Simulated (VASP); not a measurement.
Here is a VASP 6.6.1 calculation.

INCAR

```
SYSTEM = Na2PS
ALGO = Fast ; EDIFF = 1E-6
ENCUT = 520 ; GGA = PE
ISIF = 2 ; ISMEAR = 0
LASPH = .True. ; LCHARG = .False.
LREAL = .False. ; LWAVE = .False.
NBANDS = 20 ; NELM = 60
PREC = Accurate ; SIGMA = 0.1
```

Contents of KPOINTS:

```
k-points
0
Gamma
  6 6 4
  0 0 0
```

Contents of POSCAR:

```
Na2PS
1.0
    5.6724165900      0.0000000000      0.0000000000
   -2.8362082900      4.9124568600      0.0000000000
    0.0000000000      0.0000000000      4.9490335500
Na P S
2 1 1
Direct
    0.0000000000      0.0000000000      0.7426885800
    0.0000000000      0.0000000000      0.2573114200
    0.0000000000      0.0000000000      0.0000000000
    0.0000000000      0.0000000000      0.5000000000
```

Potentials or basis: VASP PAW PBE potentials, release 64 (Na_pv, P, S).

The run is started by

```bash
$ cat potpaw_PBE.64/Na_pv/POTCAR potpaw_PBE.64/P/POTCAR potpaw_PBE.64/S/POTCAR > POTCAR
$ mpirun -np 1 vasp_std > vasp.out
```

(1) Predict the pressure.

(2) Estimate the largest force.

(3) What does it give for the band gap on the k mesh?

Results:

(1) 114.7 GPa.

(2) 17.274 eV/Å.

(3) zero (an odd number of electrons rules out a gap without spin polarisation).

Caveat: atoms lie so close that the PAW spheres overlap strongly, which falsifies energies and pressures; the stress differs along the axes, from -0 to 345 GPa; an odd number of electrons without spin polarisation forces a metal; a magnetic or distorted state may lie lower.
